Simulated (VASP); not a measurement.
# Li3B2H (P-3m1) in VASP: further runs

The runs below take Li3B2H through single point, relaxation of cell and atoms, with PBE.

Program: VASP 6.6.1. These are calculated values, not measurements. Logs are shortened: lines on timing, memory, paths and dates and some standing lists are left out, and cuts for length are marked.

**1. The cell of the first run**

The structure is trigonal, space group P-3m1 (No. 164). The conventional cell has a = 3.290 Å, b = 3.290 Å, c = 8.129 Å, α = 90.00°, β = 90.00°, γ = 120.00°. Li (site symmetry 3m) has 3 H at 2.30 Å and 3 B at 2.35 Å within 3.0 Å. Within 3.1 Å of Li (site symmetry -3m) lie 6 B at 2.35 Å. B (site symmetry 3m) has 6 Li at 2.35 Å within 3.1 Å. Within 3.0 Å of H (site symmetry -3m) lie 6 Li at 2.30 Å.

**2. Single point, PBE**

The input, INCAR:

```
SYSTEM = Li3B2H
PREC = Accurate
ENCUT = 520
EDIFF = 1E-7
ISMEAR = 0
SIGMA = 0.1
LREAL = .FALSE.
LASPH = .TRUE.
NELM = 100
ALGO = Normal
ISIF = 2
LWAVE = .FALSE.
LCHARG = .FALSE.
GGA = PE
NBANDS = 17
```

The input, KPOINTS:

```
Automatic mesh
0
G
  6 6 2
  0 0 0
```

The input, POSCAR:

```
Li3B2H
1.0
    3.2898313300      0.0000000000      0.0000000000
   -1.6449156700      2.8490775100      0.0000000000
    0.0000000000      0.0000000000      8.1292032100
Li B H
3 2 1
Direct
    0.3333333300      0.6666666700      0.8404457200
    0.6666666700      0.3333333300      0.1595542800
    0.0000000000      0.0000000000      0.5000000000
    0.3333333300      0.6666666700      0.3297771400
    0.6666666700      0.3333333300      0.6702228600
    0.0000000000      0.0000000000      0.0000000000
```

Potentials or basis: VASP PAW PBE potentials, release 64 (Li_sv, B, H).

Launch:

```sh
cat potpaw_PBE.64/Li_sv/POTCAR potpaw_PBE.64/B/POTCAR potpaw_PBE.64/H/POTCAR > POTCAR
mpirun -np 1 vasp_std > vasp.out
```

OUTCAR:

```text
SYSTEM = Li3B2H
   PREC = Accurate
   ENCUT = 520
   EDIFF = 1E-7
   ISMEAR = 0
   LREAL = .FALSE.
   LASPH = .TRUE.
   NELM = 100
   ISIF = 2
   GGA = PE

 ion  position               nearest neighbor table
   1  0.333  0.667  0.840-   5 2.35   5 2.35   5 2.35
   2  0.667  0.333  0.160-   4 2.35   4 2.35   4 2.35
   3  0.000  0.000  0.500-   4 2.35   5 2.35   5 2.35   4 2.35   5 2.35   4 2.35
   4  0.333  0.667  0.330-   2 2.35   3 2.35   2 2.35   3 2.35   3 2.35   2 2.35
   5  0.667  0.333  0.670-   1 2.35   3 2.35   1 2.35   3 2.35   3 2.35   1 2.35
   6  0.000  0.000  0.000-

  LATTYP: Found a hexagonal cell.
 ALAT       =     3.2898313300
 C/A-ratio  =     2.4710091171

  Lattice vectors:

 A1 = (   3.2898313300,   0.0000000000,   0.0000000000)
 A2 = (  -1.6449156700,   2.8490775100,   0.0000000000)
 A3 = (   0.0000000000,   0.0000000000,   8.1292032100)

Analysis of symmetry for initial positions (statically):
=====================================================================
 Subroutine PRICEL returns:
 Original cell was already a primitive cell.

 Routine SETGRP: Setting up the symmetry group for a
 hexagonal supercell.

 Subroutine GETGRP returns: Found 12 space group operations
 (whereof 12 operations were pure point group operations)
 out of a pool of 24 trial point group operations.

The static configuration has the point symmetry D_3d.

Analysis of symmetry for dynamics (positions and initial velocities):
=====================================================================
 Subroutine PRICEL returns:
 Original cell was already a primitive cell.

 Routine SETGRP: Setting up the symmetry group for a
 hexagonal supercell.

 Subroutine GETGRP returns: Found 12 space group operations
 (whereof 12 operations were pure point group operations)
 out of a pool of 24 trial point group operations.

The dynamic configuration has the point symmetry D_3d.

 Subroutine INISYM returns: Found 12 space group operations
 (whereof 12 operations are pure point group operations),
 and found     1 'primitive' translations

----------------------------------------------------------------------------------------

                                     Primitive cell

  volume of cell :      76.1949

  direct lattice vectors                    reciprocal lattice vectors
     3.289831330  0.000000000  0.000000000     0.303966951  0.175495401  0.000000000
    -1.644915670  2.849077510  0.000000000     0.000000000  0.350990802  0.000000000
     0.000000000  0.000000000  8.129203210     0.000000000  0.000000000  0.123013286

  length of vectors
     3.289831330  3.289831336  8.129203210     0.350990803  0.350990802  0.123013286

  position of ions in fractional coordinates (direct lattice)
     0.333333330  0.666666670  0.840445720
     0.666666670  0.333333330  0.159554280
     0.000000000  0.000000000  0.500000000
     0.333333330  0.666666670  0.329777140
     0.666666670  0.333333330  0.670222860
     0.000000000  0.000000000  0.000000000

  ion indices of the primitive-cell ions
   primitive index   ion index
                 1           1
                 2           2
                 3           3
                 4           4
                 5           5
                 6           6

----------------------------------------------------------------------------------------

 KPOINTS: Automatic mesh

Automatic generation of k-mesh.
 Grid dimensions read from file:
 generate k-points for:    6    6    2

 Generating k-lattice:

  Cartesian coordinates                     Fractional coordinates (reciprocal lattice)
     0.050661159  0.029249234  0.000000000     0.166666667  0.000000000  0.000000000
     0.000000000  0.058498467  0.000000000     0.000000000  0.166666667  0.000000000
     0.000000000  0.000000000  0.061506643     0.000000000  0.000000000  0.500000000

  Length of vectors
     0.058498467  0.058498467  0.061506643

  Shift w.r.t. Gamma in fractional coordinates (k-lattice)
     0.000000000  0.000000000  0.000000000

 Subroutine IBZKPT returns following result:
 ===========================================

 Found     14 irreducible k-points:

 Following reciprocal coordinates:
            Coordinates               Weight
  0.000000  0.000000  0.000000      1.000000
  0.166667 -0.000000  0.000000      6.000000
  0.333333 -0.000000  0.000000      6.000000
  0.500000  0.000000  0.000000      3.000000
  0.166667  0.166667  0.000000      6.000000
  0.333333  0.166667  0.000000     12.000000
  0.333333  0.333333  0.000000      2.000000
  0.000000  0.000000  0.500000      1.000000
  0.166667 -0.000000  0.500000      6.000000
  0.333333 -0.000000  0.500000      6.000000
  0.500000  0.000000  0.500000      3.000000
  0.166667  0.166667  0.500000      6.000000
  0.333333  0.166667  0.500000     12.000000
  0.333333  0.333333  0.500000      2.000000
   k-points           NKPTS =     14   k-points in BZ     NKDIM =     14   number of bands    NBANDS=     17
   number of dos      NEDOS =    301   number of ions     NIONS =      6
   total plane-waves  NPLWV =  34560
   dimension x,y,z NGX =    24 NGY =   24 NGZ =   60
   dimension x,y,z NGXF=    48 NGYF=   48 NGZF=  120
   ions per type =               3   2   1
   NGX,Y,Z   is equivalent  to a cutoff of  12.13, 12.13, 12.27 a.u.
   NGXF,Y,Z  is equivalent  to a cutoff of  24.26, 24.26, 24.54 a.u.
 SYSTEM =  Li3B2H
   PREC   = accura    normal or accurate (medium, high low for compatibility)
   ISTART =      0    job   : 0-new  1-cont  2-samecut
   ICHARG =      2    charge: 1-file 2-atom 10-const
   ISPIN  =      1    spin polarized calculation?
   LNONCOLLINEAR =      F non collinear calculations
   LSORBIT =      F    spin-orbit coupling
   LASPH  =      T    aspherical Exc in radial PAW
   ENCUT  =  520.0 eV  38.22 Ry    6.18 a.u.   6.12  6.12 15.11*2*pi/ulx,y,z
   NELM   =    100;   NELMIN=  2; NELMDL= -5     # of ELM steps
   EDIFF  = 0.1E-06   stopping-criterion for ELM
   LREAL  =      F    real-space projection
   EDIFFG = 0.1E-05   stopping-criterion for IOM
   NSW    =      0    number of steps for IOM
   IBRION =     -1    ionic relax: 0-MD 1-quasi-New 2-CG
   NFREE  =      0    steps in history (QN), initial steepest desc. (CG)
   ISIF   =      2    stress and relaxation
   ISYM   =      2    0-nonsym 1-usesym 2-fastsym
   POTIM  = 0.5000    time-step for ionic-motion
   TEBEG  =    0.0;   TEEND  =   0.0 temperature during run
   PSTRESS=    0.0 pullay stress
   NELECT =      16.0000    total number of electrons
   NUPDOWN=      -1.0000    fix difference up-down
   EMIN   =  10.00;   EMAX   =-10.00  energy-range for DOS
   EFERMI =   0.00;   METHOD = LEGACY
   ISMEAR =     0;   SIGMA  =   0.10  broadening in eV -4-tet -1-fermi 0-gaus
   EFERMI_NEDOS =   21; number of points for ismear=-14 and -15
   IALGO  =     38    algorithm
   IMIX   =      4    mixing-type and parameters
     AMIX     =   0.40;   BMIX     =  1.00
     AMIX_MAG =   1.60;   BMIX_MAG =  1.00
  volume/ion in A,a.u.               =      12.70        85.70
  Fermi-wavevector in a.u.,A,eV,Ry     =   0.973060  1.838816 12.882614  0.946845
  Thomas-Fermi vector in A             =   2.103409
   LORBIT       =      0    0 simple, 1 ext, 2 COOP (PROOUT), +10 PAW based schemes
   GGA     = PE    functional components
   LHFCALC =     F    Hartree Fock is set to
   AEXX    =    0.0000 exact exchange contribution
   IVDW    =     0    specifies the selected vdW correction
   LEPSILON=     F    determine dielectric tensor
   LRPA    =     F    only Hartree local field effects (RPA)
 non-spin polarized calculation
 Gauss-broadening in eV      SIGMA  =   0.10
  energy-cutoff  :      520.00
  volume of cell :       76.19
 maximum number of plane-waves:      2076
   NGX = 13   NGY = 13   NGZ = 31

 number of electron      15.9999983 magnetization

 Free energy of the ion-electron system (eV)
  ---------------------------------------------------
  ext. energy  EPLUGINS =         0.00000000
  ---------------------------------------------------
  free energy    TOTEN  =       -16.95963025 eV

  energy without entropy =      -16.94224381  energy(sigma->0) =      -16.95093703

 E-fermi :   0.9760     XC(G=0):  -8.4561

 val. band max:        0.9742539135   @ k =   0.5000   0.0000   0.0000
 cond. band min:       1.0012004635   @ k =   0.3333   0.3333   0.5000
 fundamental gap:      0.0269465499
 Fermi energy:         0.9759681317

 k-point     1 :       0.0000    0.0000    0.0000
  band No.  band energies     occupation
      1     -44.4981      2.00000
      2     -44.4930      2.00000
      3     -43.9260      2.00000
      4      -6.8431      2.00000
      5      -5.7150      2.00000
      6      -3.2586      2.00000
[... 9 lines left out ...]
     16      11.4078      0.00000
     17      11.4078      0.00000

 k-point     2 :       0.1667   -0.0000    0.0000
  band No.  band energies     occupation
      1     -44.4964      2.00000
      2     -44.4920      2.00000
      3     -43.9244      2.00000
      4      -6.4914      2.00000
      5      -5.3541      2.00000
      6      -2.9183      2.00000
[... 9 lines left out ...]
     16      11.4381      0.00000
     17      11.4677      0.00000

 k-point     3 :       0.3333   -0.0000    0.0000
  band No.  band energies     occupation
      1     -44.4928      2.00000
      2     -44.4899      2.00000
      3     -43.9212      2.00000
      4      -5.4864      2.00000
      5      -4.3740      2.00000
      6      -2.0392      2.00000
[... 192 lines left out ...]
 k-point    13 :       0.3333    0.1667    0.5000
  band No.  band energies     occupation
      1     -44.4907      2.00000
      2     -44.4891      2.00000
      3     -43.9195      2.00000
      4      -4.5706      2.00000
      5      -3.7772      2.00000
      6      -1.4748      2.00000
[... 9 lines left out ...]
     16      10.5526      0.00000
     17      11.4237      0.00000

 k-point    14 :       0.3333    0.3333    0.5000
  band No.  band energies     occupation
      1     -44.4892      2.00000
      2     -44.4892      2.00000
      3     -43.9187      2.00000
      4      -3.6396      2.00000
      5      -3.6396      2.00000
      6      -1.2572      2.00000
[... 9 lines left out ...]
     16      11.3135      0.00000
     17      11.5429      0.00000

------------------------ aborting loop because EDIFF is reached ----------------------------------------

  FORCE on cell =-STRESS in cart. coord.  units (eV):
  Direction    XX          YY          ZZ          XY          YZ          ZX
  --------------------------------------------------------------------------------------
  -------------------------------------------------------------------------------------
  Total       -3.0278112     -3.0278112     -0.8709422      0.0000000      0.0000000      0.0000000
  in kB      -63.6668704    -63.6668706    -18.3136123      0.0000001      0.0000000      0.0000000
  external PRESSURE =     -48.5491178 kB  Pullay stress =       0.0000000 kB

 VOLUME and BASIS-vectors are now :
 -----------------------------------------------------------------------------
  energy-cutoff  :      520.00
  volume of cell :       76.19
      direct lattice vectors                 reciprocal lattice vectors
     3.289831330  0.000000000  0.000000000     0.303966951  0.175495401  0.000000000
    -1.644915670  2.849077510  0.000000000     0.000000000  0.350990802  0.000000000
     0.000000000  0.000000000  8.129203210     0.000000000  0.000000000  0.123013286

 POSITION                                       TOTAL-FORCE (eV/Angst)
 -----------------------------------------------------------------------------------
     -0.00000      1.89939      6.83215         0.000000     -0.000000      0.649157
      1.64492      0.94969      1.29705        -0.000000      0.000000     -0.649157
      0.00000      0.00000      4.06460        -0.000000      0.000000      0.000000
     -0.00000      1.89939      2.68083        -0.000000     -0.000000      0.860986
      1.64492      0.94969      5.44838         0.000000      0.000000     -0.860986
      0.00000      0.00000      0.00000        -0.000000      0.000000      0.000000
 -----------------------------------------------------------------------------------
    total drift:                               -0.000000     -0.000000      0.000000

  FREE ENERGIE OF THE ION-ELECTRON SYSTEM (eV)
  ---------------------------------------------------
  free  energy   TOTEN  =       -16.9596302480 eV

  energy  without entropy=      -16.9422438058  energy(sigma->0) =      -16.95093703
```

Wall time 9 s (1 thread of Intel Xeon 6975P-C (Granite Rapids), shared host); peak memory 0.17 GiB.

What came out:

| Quantity | Value |
| --- | --- |
| Free energy | -16.9596 eV |
| Largest force | 0.861 eV/Å |
| Band gap on the k mesh | zero (band 8 reaches 2.94 eV, above the bottom of band 9 at -0.22 eV) |

Forces on the atoms (eV/Å):
```
Li   0.000  0.000  0.649
Li   0.000  0.000 -0.649
Li   0.000  0.000  0.000
B    0.000  0.000  0.861
B    0.000  0.000 -0.861
H    0.000  0.000  0.000
```

Caveat: the k points lie up to 0.39 Å⁻¹ apart; the cutoff is under 1.25 times the usual one of these potentials, so pressure, stress and relaxed cells hold a basis-set (Pulay) error.

(Continued in part 2 of 2.)
